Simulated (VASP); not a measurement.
A run of VASP 6.6.1 is set up as follows.

The input INCAR:

```
SYSTEM = GaMo
PREC = Accurate
ENCUT = 520
EDIFF = 1E-7
ISMEAR = 0
SIGMA = 0.1
LREAL = .False.
LASPH = .True.
NELM = 100
ALGO = Fast
ISIF = 2
LWAVE = .False.
LCHARG = .False.
GGA = PE
NBANDS = 35
```

File KPOINTS:

```
regular mesh
0
Gamma
  12 12 6
  0 0 0
```

The input POSCAR:

```
GaMo
1.0
    3.1919208952      0.0000000000      0.0000000000
    0.0000000000      3.1919208952      0.0000000000
    0.0000000000      0.0000000000      5.5559898928
Ga Mo
2 2
Direct
    0.0000000000      0.5000000000      0.6189951728
    0.5000000000      0.0000000000      0.3810048272
    0.5000000000      0.0000000000      0.8802388441
    0.0000000000      0.5000000000      0.1197611559
```

Potentials or basis: VASP PAW PBE potentials, release 64 (Ga_d, Mo_sv).

Command:

```bash
$ cat potpaw_PBE.64/Ga_d/POTCAR potpaw_PBE.64/Mo_sv/POTCAR > POTCAR
$ mpirun -np 1 vasp_std > vasp.out
```

Question: What does it give for the largest force?

Answer: 0.012 eV/Å.

Question: Predict the pressure.

Answer: 20.1 GPa.

Forces in eV/Å, atoms in the order of the input:
```
Ga   0.000  0.000 -0.012
Ga   0.000  0.000  0.012
Mo   0.000  0.000 -0.009
Mo   0.000  0.000  0.009
```

Caveat: the cell stands under pressure.
